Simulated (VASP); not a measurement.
# BaTiO3 (R3m) in VASP: a series of runs

The runs below take BaTiO3 through single point, with r2SCAN+U.

All numbers are computed with VASP 6.6.1; they aren't measurements. Logs are shortened: lines on timing, memory, paths and dates and some standing lists are left out, and cuts for length are marked.

### 1 The cell of the first run

The structure is trigonal, space group R3m (No. 160). The conventional cell has a = 5.390 Å, b = 5.390 Å, c = 7.311 Å, α = 90.00°, β = 90.00°, γ = 120.00°. Ba (site symmetry 3m) has 12 O at 2.70 to 2.94 Å and 8 Ti at 3.32 to 3.71 Å within 3.8 Å. Ti (site symmetry 3m) has 6 O at 1.89 to 2.07 Å within 2.5 Å. O (site symmetry m) has 2 Ti at 1.89 to 2.07 Å within 2.5 Å.

### 2 Single point, r2SCAN+U (strain -0.050 along x and y, +0.050 along z)

Input file POSCAR:

```
BaTiO3
1.0
    2.6950526130      1.5559893516      2.4370432966
   -2.6950526130      1.5559893516      2.4370432966
    0.0000000000     -3.1119787032      2.4370432966
Ba Ti O
1 1 3
Direct
    0.9999656897      0.9999656897      0.9999656897
    0.5077048750      0.5077048750      0.5077048750
    0.4922539385      0.4922539385      0.9865215584
    0.4922539385      0.9865215584      0.4922539385
    0.9865215584      0.4922539385      0.4922539385
```

Input file INCAR.step1:

```
  PREC = Accurate
  ENCUT = 520
  ISMEAR = 0
  SIGMA = 0.05
  LREAL = F
  LASPH = T
  NELM = 150
  LMAXMIX = 4
  LDAU = T
  LDAUTYPE = 2
  LDAUL = -1 2 -1
  LDAUU = 0 4 0
  LDAUJ = 0 0 0
  NBANDS = 28
  GGA = PE
  ALGO = Normal
  EDIFF = 1E-4
  LWAVE = T
  LCHARG = F
```

Input file INCAR.step2:

```
  PREC = Accurate
  ENCUT = 520
  EDIFF = 1E-7
  ISMEAR = 0
  SIGMA = 0.05
  LREAL = F
  LASPH = T
  NELM = 150
  ALGO = Normal
  ISIF = 2
  LWAVE = F
  LCHARG = F
  LMAXMIX = 4
  LDAU = T
  LDAUTYPE = 2
  LDAUL = -1 2 -1
  LDAUU = 0 4 0
  LDAUJ = 0 0 0
  LDAUPRINT = 1
  METAGGA = R2SCAN
  LMIXTAU = T
  NBANDS = 28
  ISTART = 1
```

Input file KPOINTS:

```
Automatic mesh
0
Gamma
  6 6 6
```

Potentials or basis: VASP PAW PBE potentials, release 64 (Ba_sv, Ti_sv, O).

The run is started by

```
cat potpaw_PBE.64/Ba_sv/POTCAR potpaw_PBE.64/Ti_sv/POTCAR potpaw_PBE.64/O/POTCAR > POTCAR
cp INCAR.step1 INCAR
mpirun -np 1 vasp_std > vasp.out
cp INCAR.step2 INCAR
mpirun -np 1 vasp_std > vasp.out
```

OUTCAR:

```text
PREC = Accurate
   ENCUT = 520
   EDIFF = 1E-7
   ISMEAR = 0
   LREAL = F
   LASPH = T
   NELM = 150
   ISIF = 2
   METAGGA = R2SCAN
   ISTART = 1

 ion  position               nearest neighbor table
   1  1.000  1.000  1.000-   3 2.70   3 2.70   4 2.70   5 2.70   5 2.70   4 2.70   4 2.84   5 2.84
                             3 2.84   5 2.94   4 2.94   3 2.94   2 3.32   2 3.32   2 3.32   2 3.36
   2  0.508  0.508  0.508-   4 1.89   5 1.89   3 1.89   4 2.07   5 2.07   3 2.07   1 3.32   1 3.32
                             1 3.32   1 3.36   1 3.36   1 3.36   1 3.60   1 3.71
   3  0.492  0.492  0.987-   2 1.89   2 2.07   1 2.70   1 2.70   1 2.84   1 2.94
   4  0.492  0.987  0.492-   2 1.89   2 2.07   1 2.70   1 2.70   1 2.84   1 2.94
   5  0.987  0.492  0.492-   2 1.89   2 2.07   1 2.70   1 2.70   1 2.84   1 2.94

  LATTYP: Found a trigonal (rhomboedric) cell.
 ALAT       =     3.9526689058
 COS(alpha) =     0.0702126849

  Lattice vectors:

 A1 = (   2.6950526130,   1.5559893516,   2.4370432966)
 A2 = (  -2.6950526130,   1.5559893516,   2.4370432966)
 A3 = (   0.0000000000,  -3.1119787032,   2.4370432966)

Analysis of symmetry for initial positions (statically):
=====================================================================
 Subroutine PRICEL returns:
 Original cell was already a primitive cell.

 Routine SETGRP: Setting up the symmetry group for a
 trigonal (rhombohedral) supercell.

 Subroutine GETGRP returns: Found  6 space group operations
 (whereof  6 operations were pure point group operations)
 out of a pool of 12 trial point group operations.

The static configuration has the point symmetry C_3v.

Analysis of symmetry for dynamics (positions and initial velocities):
=====================================================================
 Subroutine PRICEL returns:
 Original cell was already a primitive cell.

 Routine SETGRP: Setting up the symmetry group for a
 trigonal (rhombohedral) supercell.

 Subroutine GETGRP returns: Found  6 space group operations
 (whereof  6 operations were pure point group operations)
 out of a pool of 12 trial point group operations.

[... 154 lines left out ...]

  0.1496 -0.0000  0.0000  0.0681 -0.0000
 -0.0000  0.2031  0.0000 -0.0000  0.0681
  0.0000  0.0000  0.1001  0.0000  0.0000
  0.0681 -0.0000  0.0000  0.2031  0.0000
 -0.0000  0.0681  0.0000  0.0000  0.1496

spin component  2

  0.1496 -0.0000  0.0000  0.0681 -0.0000
 -0.0000  0.2031  0.0000 -0.0000  0.0681
  0.0000  0.0000  0.1001  0.0000  0.0000
  0.0681 -0.0000  0.0000  0.2031  0.0000
 -0.0000  0.0681  0.0000  0.0000  0.1496

 occupancies and eigenvectors

  o =  0.1001  v =  0.0000  0.0000  1.0000  0.0000 -0.0000  0.0000  0.0000  0.0000  0.0000  0.0000      0.0000  0.0000  0.0000  0.0000  0.0000  0.0000  0.0000  0.0000  0.0000  0.0000
  o =  0.1001  v =  0.0000  0.0000  0.0000  0.0000  0.0000  0.0000  0.0000  1.0000  0.0000 -0.0000      0.0000  0.0000  0.0000  0.0000  0.0000  0.0000  0.0000  0.0000  0.0000  0.0000
  o =  0.1032  v =  0.0000  0.0000  0.0000  0.0000  0.0000 -0.8265  0.0000  0.0000  0.5630 -0.0000      0.0000  0.0000  0.0000  0.0000  0.0000  0.0000  0.0000  0.0000  0.0000  0.0000
  o =  0.1032  v = -0.8265  0.0000  0.0000  0.5630 -0.0000  0.0000  0.0000  0.0000  0.0000  0.0000      0.0000  0.0000  0.0000  0.0000  0.0000  0.0000  0.0000  0.0000  0.0000  0.0000
  o =  0.1032  v =  0.0000  0.0000  0.0000  0.0000  0.0000  0.0000  0.5630 -0.0000  0.0000 -0.8265      0.0000  0.0000  0.0000  0.0000  0.0000  0.0000  0.0000  0.0000  0.0000  0.0000
  o =  0.1032  v =  0.0000  0.5630 -0.0000  0.0000 -0.8265  0.0000  0.0000  0.0000  0.0000  0.0000      0.0000  0.0000  0.0000  0.0000  0.0000  0.0000  0.0000  0.0000  0.0000  0.0000
  o =  0.2495  v =  0.5630  0.0000  0.0000  0.8265 -0.0000  0.0000  0.0000  0.0000  0.0000  0.0000      0.0000  0.0000  0.0000  0.0000  0.0000  0.0000  0.0000  0.0000  0.0000  0.0000
  o =  0.2495  v =  0.0000  0.0000  0.0000  0.0000  0.0000  0.5630  0.0000  0.0000  0.8265 -0.0000      0.0000  0.0000  0.0000  0.0000  0.0000  0.0000  0.0000  0.0000  0.0000  0.0000
  o =  0.2495  v =  0.0000 -0.8265 -0.0000  0.0000 -0.5630  0.0000  0.0000  0.0000  0.0000  0.0000      0.0000  0.0000  0.0000  0.0000  0.0000  0.0000  0.0000  0.0000  0.0000  0.0000
  o =  0.2495  v =  0.0000  0.0000  0.0000  0.0000  0.0000  0.0000 -0.8265 -0.0000  0.0000 -0.5630      0.0000  0.0000  0.0000  0.0000  0.0000  0.0000  0.0000  0.0000  0.0000  0.0000

 number of electron      40.0000008 magnetization

 Free energy of the ion-electron system (eV)
  ---------------------------------------------------
  ext. energy  EPLUGINS =         0.00000000
  ---------------------------------------------------
  free energy    TOTEN  =       -71.05781146 eV

  energy without entropy =      -71.05781146  energy(sigma->0) =      -71.05781146

 E-fermi :   4.4090     XC(G=0): -12.1665

 val. band max:        4.1099930575   @ k =   0.5000   0.5000   0.5000
 cond. band min:       6.8354531304   @ k =   0.0000   0.0000   0.0000
 fundamental gap:      2.7254600728
 Fermi energy:         4.4090244302

 k-point     1 :       0.0000    0.0000    0.0000
  band No.  band energies     occupation
      1     -55.5482      2.00000
      2     -30.7336      2.00000
      3     -30.7336      2.00000
      4     -30.6495      2.00000
      5     -21.3887      2.00000
      6     -13.9730      2.00000
[... 733 lines left out ...]
     27      13.1946      0.00000
     28      13.4342      0.00000

 [... further k-points ...]
[... 5 lines left out ...]
  --------------------------------------------------------------------------------------
  -------------------------------------------------------------------------------------
  Total       10.0242498     10.0242498     -1.0373612      0.0000000      0.0000000      0.0000000
  in kB      261.9232779    261.9232779    -27.1051750      0.0000000      0.0000000      0.0000000
  external PRESSURE =     165.5804602 kB  Pullay stress =       0.0000000 kB

 VOLUME and BASIS-vectors are now :
 -----------------------------------------------------------------------------
  energy-cutoff  :      520.00
  volume of cell :       61.32
      direct lattice vectors                 reciprocal lattice vectors
     2.695052613  1.555989352  2.437043297     0.185525135  0.107112987  0.136777764
    -2.695052613  1.555989352  2.437043297    -0.185525135  0.107112987  0.136777764
     0.000000000 -3.111978703  2.437043297     0.000000000 -0.214225973  0.136777764

 POSITION                                       TOTAL-FORCE (eV/Angst)
 -----------------------------------------------------------------------------------
      0.00000      0.00000      7.31088         0.000000      0.000000      0.040705
      0.00000      0.00000      3.71190         0.000000      0.000000     -0.783685
      0.00000     -1.53815      4.80348         0.000000     -0.641759      0.247660
     -1.33208      0.76908      4.80348        -0.555779      0.320879      0.247660
      1.33208      0.76908      4.80348         0.555779      0.320879      0.247660
 -----------------------------------------------------------------------------------
    total drift:                               -0.000000     -0.000000      0.019255

  FREE ENERGIE OF THE ION-ELECTRON SYSTEM (eV)
  ---------------------------------------------------
  free  energy   TOTEN  =       -71.0578114566 eV

  energy  without entropy=      -71.0578114566  energy(sigma->0) =      -71.05781146
```

OSZICAR.step1:

```text
N       E                     dE             d eps       ncg     rms          rms(c)
DAV:   1     0.449780281479E+03    0.44978E+03   -0.21136E+04  1792   0.157E+03
DAV:   2    -0.309188877717E+01   -0.45287E+03   -0.43329E+03  2028   0.438E+02
DAV:   3    -0.464219966601E+02   -0.43330E+02   -0.43014E+02  2528   0.135E+02
DAV:   4    -0.483646631134E+02   -0.19427E+01   -0.19387E+01  2696   0.247E+01
DAV:   5    -0.484179876101E+02   -0.53324E-01   -0.53316E-01  2452   0.317E+00    0.248E+01
DAV:   6    -0.364039265180E+02    0.12014E+02   -0.54924E+01  2616   0.712E+01    0.945E+00
DAV:   7    -0.366933790591E+02   -0.28945E+00   -0.70696E+00  2316   0.161E+01    0.623E+00
DAV:   8    -0.366835305969E+02    0.98485E-02   -0.11321E+00  2292   0.926E+00    0.189E+00
DAV:   9    -0.366742042458E+02    0.93264E-02   -0.14369E-01  2164   0.359E+00    0.944E-01
DAV:  10    -0.366762827326E+02   -0.20785E-02   -0.90390E-02  2052   0.197E+00    0.746E-01
DAV:  11    -0.366697717709E+02    0.65110E-02   -0.35055E-02  2444   0.171E+00    0.191E-01
DAV:  12    -0.366694105493E+02    0.36122E-03   -0.29512E-03  2184   0.566E-01    0.483E-02
DAV:  13    -0.366694439131E+02   -0.33364E-04   -0.21605E-04  1684   0.123E-01
   1 F= -.36669444E+02 E0= -.36669444E+02  d E =-.360037E-17
```

It took 2.5 min on 1 thread of Intel Xeon Platinum 8488C (Sapphire Rapids), shared host; peak memory 0.21 GiB.

What came out:

| Item | Value |
| --- | --- |
| Free energy | -71.0578 eV |
| Pressure | 16.6 GPa |
| Largest force | 0.784 eV/Å |
| Band gap on the k mesh | 2.73 eV (least direct gap 2.82 eV) |

Forces in eV/Å, atoms in the order of the input:
```
Ba   0.000  0.000  0.041
Ti   0.000  0.000 -0.784
O    0.000 -0.642  0.248
O   -0.556  0.321  0.248
O    0.556  0.321  0.248
```

Eigenvalues of the final occupation matrices:
```
    site  spin  trace               eigenvalues
site 2 d     1   0.81  0.10 0.10 0.10 0.25 0.25
site 2 d     2   0.81  0.10 0.10 0.10 0.25 0.25
```

Caveat: the cell differs from its parent crystal (strain -0.050 along x and y, +0.050 along z); the cell stands under pressure; the PAW data sets were made with another functional, which shifts forces and pressure a little; spin-orbit coupling is left out, which moves the levels of the heavy elements. A k mesh can miss the band edges.

[end of part 1 of 2]
